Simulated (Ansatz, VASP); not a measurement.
## One calculation of AgCl, two programs

```
Ag Cl
1.0
     0.01362    2.73057    2.73057
     2.73057    0.01362    2.73057
     2.73057    2.73057    0.01362
Ag Cl
1 1
Cartesian
  0.0000 0.0000 0.0000
  2.7374 2.7374 2.7374
```

Change from the starting cell: equal xy, yz and zx engineering shears of +0.5 %.

Alike in both runs: functional PBEsol; k mesh 8 × 8 × 8; no spin polarisation.

Ansatz relaxed the structure, and its values are those at the end. VASP's run is a single point on that final structure, the one shown.

|  | VASP | Ansatz |
| --- | --- | --- |
| version | VASP 6.6.1 | Ansatz 0.2.0 |
| potentials or method | VASP PAW PBE potentials, release 64 (Ag, Cl), cutoff 500 eV | all-electron LAPW, scalar-relativistic |
| occupations | gaussian, width 0.01 eV | fixed |

|  | VASP | Ansatz | Ansatz less VASP |
| --- | --- | --- | --- |
| gap on the k mesh at the Fermi level (eV) | 0.71 | 0.72 | +0.005 |
| pressure (GPa) | -0.1 | 0.0 | +0.10 |

VASP's potentials were made for PBE, not for PBEsol. Ansatz ran all-electron here, and VASP with PAW potentials.
